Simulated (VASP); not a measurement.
Runs of VASP 6.6.1 on MgS. It takes space group Fm-3m (No. 225, cubic). The conventional cell has a = 5.203 Å, b = 5.203 Å, c = 5.203 Å, α = 90.00°, β = 90.00°, γ = 90.00°. Mg (site symmetry m-3m) has 6 S at 2.60 Å within 3.4 Å. Within 3.4 Å of S (site symmetry m-3m) lie 6 Mg at 2.60 Å. 

| task | level | potentials or basis | k mesh | cutoff (eV) | smearing | grid for exact exchange (PRECFOCK) | share of exact exchange | screening parameter | GW scheme | GW iterations | gap on the mesh (eV) | pressure (GPa) |
| --- | --- | --- | --- | --- | --- | --- | --- | --- | --- | --- | --- | --- |
| single point | PBE-based screened hybrid | VASP PAW PBE potentials, release 64 (Mg, S) | 4 × 4 × 4 | 520 | gaussian 0.01 eV | Normal | 0.5 | 0.5 1/Å | - | - | (c) | -1.0 |
| single point | r2SCAN | VASP PAW PBE potentials, release 64 (Mg, S) | 6 × 6 × 6 | 660 | fermi-dirac 0.2 eV | - | - | - | - | - | 3.43 | -0.4 |
| single point | PBE-based screened hybrid | VASP PAW PBE potentials, release 64 (Mg, S) | 4 × 4 × 4 | 520 | gaussian 0.01 eV | Normal | 0.2 | 0.1 1/Å | - | - | 3.83 | -0.2 |
| single point | HSE06 | VASP PAW PBE potentials, release 64 (Mg, S) | 4 × 4 × 4 | 520 | gaussian 0.01 eV | Normal | - | 0.2079 1/Å | - | - | (a) | -0.4 |
| single point | PBE-based screened hybrid | VASP PAW PBE potentials, release 64 (Mg, S) | 4 × 4 × 4 | 520 | gaussian 0.01 eV | Normal | 0.1 | 0.3 1/Å | - | - | 3.06 | 0.7 |
| single point | PBE-based screened hybrid | VASP PAW PBE potentials, release 64 (Mg, S) | 4 × 4 × 4 | 520 | gaussian 0.01 eV | Normal | 0.75 | 0.1 1/Å | - | - | (d) | (b) |
| single point | r2SCAN | VASP PAW PBE potentials, release 64 (Mg, S) | 6 × 6 × 6 | 520 | gaussian 0.01 eV | - | - | - | - | - | 3.43 | -0.4 |
| single point | r2SCAN | VASP PAW PBE potentials, release 64 (Mg, S) | 6 × 6 × 6 | 660 | gaussian 0.2 eV | - | - | - | - | - | 3.43 | -0.4 |
| single point | r2SCAN | VASP PAW PBE potentials, release 64 (Mg, S) | 6 × 6 × 6 | 660 | fermi-dirac 0.5 eV | - | - | - | - | - | 3.44 | -0.3 |

Alike in all rows: no spin polarisation; cell a = 3.679 Å, angles 60.0°, 2 atoms.

Question: Estimate the missing entries.

Answer: (a) 3.75; (b) -4.0; (c) 3.69; (d) 6.96.

Caveats: some runs use coarse meshes; the PAW data sets were made with another functional, which shifts forces and pressure a little.

A k mesh can miss the band edges.
